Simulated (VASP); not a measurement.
# VOs (P-6m2) in VASP: further runs, part 2 of 2

VASP 6.6.1. The steps go on from the part before.

## (3) Single point, LDA, collinear spin, ferromagnetic start

Contents of INCAR:

```
PREC = Accurate ; ENCUT = 520
EDIFF = 1E-7 ; ISMEAR = -1
SIGMA = 0.1 ; LREAL = F
LASPH = T ; NELM = 150
ALGO = Normal ; ISIF = 2
LWAVE = F ; LCHARG = F
ISPIN = 2 ; MAGMOM = 0.34 0.02
LORBIT = 11 ; NUPDOWN = 0.4
LMAXMIX = 4 ; GGA = CA
NBANDS = 22
```

Contents of KPOINTS:

```
Automatic mesh
0
Gamma
  11 11 7
```

Contents of POSCAR:

```
VOs
1.0
    2.7634120100      0.0000000000      0.0000000000
   -1.3817060000      2.3931850000      0.0000000000
    0.0000000000      0.0000000000      4.2580210000
V Os
1 1
Direct
    0.6666666687      0.3333333278      0.0000000000
    0.0000000000      0.0000000000      0.5000000000
```

Potentials or basis: VASP PAW LDA potentials, release 64 (V_sv, Os).

Command:

```console
cat potpaw_LDA.64/V_sv/POTCAR potpaw_LDA.64/Os/POTCAR > POTCAR
mpirun -np 1 vasp_std > vasp.out
```

OUTCAR:

```text
PREC = Accurate
   ENCUT = 520
   EDIFF = 1E-7
   ISMEAR = -1
   LREAL = F
   LASPH = T
   NELM = 150
   ISIF = 2
   ISPIN = 2
   LORBIT = 11
   NUPDOWN = 0.4
   GGA = CA

 ion  position               nearest neighbor table
   1  0.667  0.333  0.000-   2 2.66   2 2.66   2 2.66   2 2.66   2 2.66   2 2.66
   2  0.000  0.000  0.500-   1 2.66   1 2.66   1 2.66   1 2.66   1 2.66   1 2.66

  LATTYP: Found a hexagonal cell.
 ALAT       =     2.7634120100
 C/A-ratio  =     1.5408563705

  Lattice vectors:

 A1 = (   2.7634120100,   0.0000000000,   0.0000000000)
 A2 = (  -1.3817060000,   2.3931850000,   0.0000000000)
 A3 = (   0.0000000000,   0.0000000000,   4.2580210000)

Analysis of symmetry for initial positions (statically):
=====================================================================
 Subroutine PRICEL returns:
 Original cell was already a primitive cell.

 Routine SETGRP: Setting up the symmetry group for a
 hexagonal supercell.

 Subroutine GETGRP returns: Found 12 space group operations
 (whereof 12 operations were pure point group operations)
 out of a pool of 24 trial point group operations.

The static configuration has the point symmetry D_3h.

Analysis of symmetry for dynamics (positions and initial velocities):
=====================================================================
 Subroutine PRICEL returns:
 Original cell was already a primitive cell.

 Routine SETGRP: Setting up the symmetry group for a
 hexagonal supercell.

 Subroutine GETGRP returns: Found 12 space group operations
 (whereof 12 operations were pure point group operations)
 out of a pool of 24 trial point group operations.

The dynamic configuration has the point symmetry D_3h.

Analysis of structural, dynamic, and magnetic symmetry:
=====================================================================
 Subroutine PRICEL returns:
 Original cell was already a primitive cell.

 Routine SETGRP: Setting up the symmetry group for a
 hexagonal supercell.

 Subroutine GETGRP returns: Found 12 space group operations
 (whereof 12 operations were pure point group operations)
 out of a pool of 24 trial point group operations.

The overall configuration has the point symmetry D_3h.

 Subroutine INISYM returns: Found 12 space group operations
 (whereof 12 operations are pure point group operations),
 and found     1 'primitive' translations

----------------------------------------------------------------------------------------

                                     Primitive cell

  volume of cell :      28.1598

  direct lattice vectors                    reciprocal lattice vectors
     2.763412010  0.000000000  0.000000000     0.361871482  0.208926597  0.000000000
    -1.381706000  2.393185000  0.000000000     0.000000000  0.417853196  0.000000000
     0.000000000  0.000000000  4.258021000     0.000000000  0.000000000  0.234850885

  length of vectors
     2.763412010  2.763412006  4.258021000     0.417853195  0.417853196  0.234850885

  position of ions in fractional coordinates (direct lattice)
     0.666666669  0.333333328  0.000000000
     0.000000000  0.000000000  0.500000000

  ion indices of the primitive-cell ions
   primitive index   ion index
[... 58 lines left out ...]
   total plane-waves  NPLWV =  18432
   dimension x,y,z NGX =    24 NGY =   24 NGZ =   32
   dimension x,y,z NGXF=    48 NGYF=   48 NGZF=   64
   ions per type =               1   1
   NGX,Y,Z   is equivalent  to a cutoff of  14.44, 14.44, 12.49 a.u.
   NGXF,Y,Z  is equivalent  to a cutoff of  28.88, 28.88, 24.99 a.u.
 SYSTEM =  unknown system
   PREC   = accura    normal or accurate (medium, high low for compatibility)
   ISTART =      0    job   : 0-new  1-cont  2-samecut
   ICHARG =      2    charge: 1-file 2-atom 10-const
   ISPIN  =      2    spin polarized calculation?
   LNONCOLLINEAR =      F non collinear calculations
   LSORBIT =      F    spin-orbit coupling
   LASPH  =      T    aspherical Exc in radial PAW
   ENCUT  =  520.0 eV  38.22 Ry    6.18 a.u.   5.14  5.14  7.92*2*pi/ulx,y,z
   NELM   =    150;   NELMIN=  2; NELMDL= -5     # of ELM steps
   EDIFF  = 0.1E-06   stopping-criterion for ELM
   LREAL  =      F    real-space projection
   EDIFFG = 0.1E-05   stopping-criterion for IOM
   NSW    =      0    number of steps for IOM
   IBRION =     -1    ionic relax: 0-MD 1-quasi-New 2-CG
   NFREE  =      0    steps in history (QN), initial steepest desc. (CG)
   ISIF   =      2    stress and relaxation
   ISYM   =      2    0-nonsym 1-usesym 2-fastsym
   POTIM  = 0.5000    time-step for ionic-motion
   TEBEG  =    0.0;   TEEND  =   0.0 temperature during run
   PSTRESS=    0.0 pullay stress
   NELECT =      21.0000    total number of electrons
   NUPDOWN=       0.4000    fix difference up-down
   EMIN   =  10.00;   EMAX   =-10.00  energy-range for DOS
   EFERMI =   0.00;   METHOD = LEGACY
   ISMEAR =    -1;   SIGMA  =   0.10  broadening in eV -4-tet -1-fermi 0-gaus
   EFERMI_NEDOS =   21; number of points for ismear=-14 and -15
   IALGO  =     38    algorithm
   IMIX   =      4    mixing-type and parameters
     AMIX     =   0.40;   BMIX     =  1.00
     AMIX_MAG =   1.60;   BMIX_MAG =  1.00
  volume/ion in A,a.u.               =      14.08        95.02
  Fermi-wavevector in a.u.,A,eV,Ry     =   1.484584  2.805456 29.987088  2.203989
  Thomas-Fermi vector in A             =   2.598102
   LORBIT       =     11    0 simple, 1 ext, 2 COOP (PROOUT), +10 PAW based schemes
   GGA     = CA    functional components
   LHFCALC =     F    Hartree Fock is set to
   AEXX    =    0.0000 exact exchange contribution
   IVDW    =     0    specifies the selected vdW correction
   LEPSILON=     F    determine dielectric tensor
   LRPA    =     F    only Hartree local field effects (RPA)
 spin polarized calculation
  energy-cutoff  :      520.00
  volume of cell :       28.16
 maximum number of plane-waves:       769
 NGX is ok and might be reduce to    24
   NGX = 11   NGY = 11   NGZ = 15

 number of electron      20.9999997 magnetization       0.4000008

 Free energy of the ion-electron system (eV)
  ---------------------------------------------------
  ext. energy  EPLUGINS =         0.00000000
  ---------------------------------------------------
  free energy    TOTEN  =       -22.55521649 eV

  energy without entropy =      -22.44652229  energy(sigma->0) =      -22.50086939

 E-fermi :   8.9991     XC(G=0): -13.5619

 val. band max:        9.0467145108   @ k =   0.0909   0.0000   0.2857
 cond. band min:       8.9993115852   @ k =   0.4545   0.0000   0.2857
 fundamental gap:     -0.0474029256
 Fermi energy:         9.0501884396

 spin component 1

 k-point     1 :       0.0000    0.0000    0.0000
  band No.  band energies     occupation
      1     -54.3870      1.00000
      2     -28.6555      1.00000
      3     -28.3679      1.00000
      4     -28.3679      1.00000
      5       0.1436      1.00000
      6       3.6325      1.00000
[... 589 lines left out ...]
     21      27.9362      0.00000
     22      29.8009      0.00000

 [... further k-points ...]

 spin component 2

 k-point     1 :       0.0000    0.0000    0.0000
  band No.  band energies     occupation
      1     -54.1123      1.00000
      2     -28.4092      1.00000
      3     -28.0857      1.00000
      4     -28.0857      1.00000
      5       0.2133      1.00000
      6       3.7263      1.00000
[... 589 lines left out ...]
     21      28.0248      0.00000
     22      29.8774      0.00000

 [... further k-points ...]
[... 5 lines left out ...]
  --------------------------------------------------------------------------------------
  -------------------------------------------------------------------------------------
  Total       -2.5550445     -2.5550445     -2.8513057     -0.0000000      0.0000000     -0.0000000
  in kB     -145.3715208   -145.3715206   -162.2275689     -0.0000003      0.0000000     -0.0000000
  external PRESSURE =    -150.9902034 kB  Pullay stress =       0.0000000 kB

 VOLUME and BASIS-vectors are now :
 -----------------------------------------------------------------------------
  energy-cutoff  :      520.00
  volume of cell :       28.16
      direct lattice vectors                 reciprocal lattice vectors
     2.763412010  0.000000000  0.000000000     0.361871482  0.208926597  0.000000000
    -1.381706000  2.393185000  0.000000000     0.000000000  0.417853196  0.000000000
     0.000000000  0.000000000  4.258021000     0.000000000  0.000000000  0.234850885

 POSITION                                       TOTAL-FORCE (eV/Angst)
 -----------------------------------------------------------------------------------
      1.38171      0.79773      0.00000        -0.000000      0.000000      0.000000
      0.00000      0.00000      2.12901         0.000000     -0.000000      0.000000
 -----------------------------------------------------------------------------------
    total drift:                               -0.000023      0.000023     -0.000000

  FREE ENERGIE OF THE ION-ELECTRON SYSTEM (eV)
  ---------------------------------------------------
  free  energy   TOTEN  =       -22.5552164894 eV

  energy  without entropy=      -22.4465222865  energy(sigma->0) =      -22.50086939

 total charge

# of ion       s       p       d       tot
------------------------------------------
    1        2.322   6.224   3.084  11.630
    2        0.686   0.650   6.233   7.569
--------------------------------------------------
tot          3.008   6.874   9.317  19.199

 magnetization (x)

# of ion       s       p       d       tot
------------------------------------------
    1        0.004   0.012   0.298   0.314
    2       -0.001   0.019   0.016   0.034
--------------------------------------------------
tot          0.003   0.031   0.314   0.348
```

stdout:

```text
POSCAR found type information on POSCAR V Os
 POSCAR found :  2 types and       2 ions
 scaLAPACK will be used
 LDA part: xc-table for (Slater(with rela. corr.)+CA(PZ))
 , standard interpolation
 POSCAR, INCAR and KPOINTS ok, starting setup
 FFT: planning ... GRIDC
 FFT: planning ... GRID_SOFT
 FFT: planning ... GRID
 WAVECAR not read
 entering main loop
```

Wall time 54 s (1 thread of Intel Xeon Platinum 8488C (Sapphire Rapids), shared host); peak memory 0.19 GiB.

Results:

```
Free energy                                           : -22.5552 eV
Pressure                                              : -15.1 GPa
Net moment                                            : 0.40 μB per cell
Site moments                                          : V +0.31; Os +0.03 μB
Valence electrons inside the program's atomic spheres : V 11.63; Os 7.57
```

Caveat: spin-orbit coupling is left out, which moves the levels of the heavy elements; the total moment is fixed, so each spin has its own Fermi level.
